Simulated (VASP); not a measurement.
Input of a VASP 6.6.1 run:

File INCAR:

```
  ALGO = Normal
  EDIFF = 1E-6
  ENCUT = 600
  GGA = PE
  GGA_COMPAT = F
  ISIF = 2
  ISMEAR = 0
  LASPH = T
  LCHARG = F
  LREAL = F
  LWAVE = F
  NBANDS = 14
  NELM = 120
  PREC = Accurate
  SIGMA = 0.01
```

The input KPOINTS:

```
k-points
0
Gamma
  8 8 8
```

File POSCAR:

```
NaF
1.0
    0.0000000000      2.3504971257      2.3504971257
    2.3504971257      0.0000000000      2.3504971257
    2.3504971257      2.3504971257      0.0000000000
Na F
1 1
Direct
    0.5000000000      0.5000000000      0.5000000000
    0.0000000000      0.0000000000      0.0000000000
```

Potentials or basis: VASP PAW PBE potentials, release 64 (Na_pv, F).

Run with:

```sh
$ cat potpaw_PBE.64/Na_pv/POTCAR potpaw_PBE.64/F/POTCAR > POTCAR
$ mpirun -np 1 vasp_std > vasp.out
```

Q: Predict the pressure.

A: -0.3 GPa.

Q: Estimate the band gap on the k mesh.

A: 6.07 eV.
